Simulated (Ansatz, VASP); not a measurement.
## PtSe2: VASP beside Ansatz

INCAR

```
SYSTEM = PtSe2
PREC = Accurate
ENCUT = 400
EDIFF = 1E-6
ISMEAR = 0
SIGMA = 0.02
LREAL = .FALSE.
LASPH = .TRUE.
NELM = 120
ALGO = Normal
ISIF = 2
LWAVE = .FALSE.
LCHARG = .FALSE.
LDIPOL = .TRUE.
IDIPOL = 3
DIPOL = 0.5 0.5 0.500
GGA = PE
IVDW = 12
NBANDS = 18
GGA_COMPAT = .FALSE.
NELMDL = -8
```

The input KPOINTS:

```
Automatic mesh
0
G
  9 9 1
  0 0 0
```

The input POSCAR:

```
PtSe2
1.0
    3.7560000000      0.0000000000      0.0000000000
   -1.8780000000      3.2527914166      0.0000000000
    0.0000000000      0.0000000000     31.1212903780
Se Pt
2 1
Direct
    0.6666666667      0.3333333333      0.4574407107
    0.3333333333      0.6666666667      0.5425592893
    0.0000000000      0.0000000000      0.5000000000
```

Input for Ansatz:

```yaml
crystal:
  lattice:
    - [3.756, 0.0, 0.0]
    - [-1.878, 3.2527914166, 0.0]
    - [0.0, 0.0, 31.121290378]
  atoms:
    - { symbol: Se, position: [0.6666666667, 0.3333333333, 0.4574407107] }
    - { symbol: Pt, position: [0.0, 0.0, 0.5] }
    - { symbol: Se, position: [0.3333333333, 0.6666666667, 0.5425592893] }
  periodic: [true, true, false]
basis:
  ecutwfc: 420
kpoints:
  mp_grid: { grid: [9, 9, 1] }
hamiltonian:
  xc: pbe
  pseudopotentials: { kind: paw, azcp: { folder: soft_1 } }
  dispersion: d3bj
scf:
  occupations: { method: gaussian, width: 0.02 }
output:
  forces: true
  stress: true
  eigenvalues: true
```

Alike in both runs: task single point; functional PBE; dispersion D3(BJ); k mesh 9 × 9 × 1; occupations gaussian, width 0.02 eV; no spin polarisation.

|  | VASP | Ansatz |
| --- | --- | --- |
| version | VASP 6.6.1 | Ansatz 0.2.0 |
| potentials or method | VASP PAW PBE potentials, release 64 (Se, Pt), cutoff 400 eV | scalar-relativistic, plane waves, PAW |
| valence electrons in the cell | 22 | 50 |

```csv
,VASP,Ansatz,Ansatz less VASP
gap on the k mesh at the Fermi level (eV),1.34,1.35,+0.010
least direct gap on the mesh (eV),1.51,1.52,+0.010
rms of the force components (eV/Å),0.143,0.142,-0.0004
```

VASP's potentials hold 22 valence electrons a cell and Ansatz's 50, so a difference there can come from the potentials and not from the codes.

Spin-orbit coupling is off throughout.
